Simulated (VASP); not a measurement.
Input of a VASP 6.6.1 run:

The input INCAR:

```
ALGO = Normal
EDIFF = 1E-6
ENCUT = 520
GGA = PE
ISIF = 2
ISMEAR = 0
ISPIN = 2
LASPH = True
LCHARG = False
LMAXMIX = 4
LORBIT = 11
LREAL = False
LWAVE = False
MAGMOM = 0.4 0 0.21 0.21 0.21
NBANDS = 31
NELM = 150
PREC = Accurate
SIGMA = 0.1
```

File KPOINTS:

```
k-points
0
Gamma
  8 8 8
```

The input POSCAR:

```
PdPtS3
1.0
    4.6983906775      0.0000000000      0.0000000000
    0.0000000000      4.6983906775      0.0000000000
    0.0000000000      0.0000000000      4.6983906775
Pd Pt S
1 1 3
Direct
    0.0000000000      0.0000000000      0.0000000000
    0.5000000000      0.5000000000      0.5000000000
    0.5000000000      0.0000000000      0.5000000000
    0.5000000000      0.5000000000      0.0000000000
    0.0000000000      0.5000000000      0.5000000000
```

Potentials or basis: VASP PAW PBE potentials, release 64 (Pd, Pt, S).

Command:

```bash
$ cat potpaw_PBE.64/Pd/POTCAR potpaw_PBE.64/Pt/POTCAR potpaw_PBE.64/S/POTCAR > POTCAR
$ mpirun -np 1 vasp_std > vasp.out
```

**Question.** Predict the band gap on the k mesh.

**Answer.** Zero (filled and empty bands overlap).

**Question.** Estimate the net moment.

**Answer.** 0.01 μB per cell.

**Question.** What does it give for the pressure?

**Answer.** -0.1 GPa.

Caveat: spin-orbit coupling is left out, which moves the levels of the heavy elements.
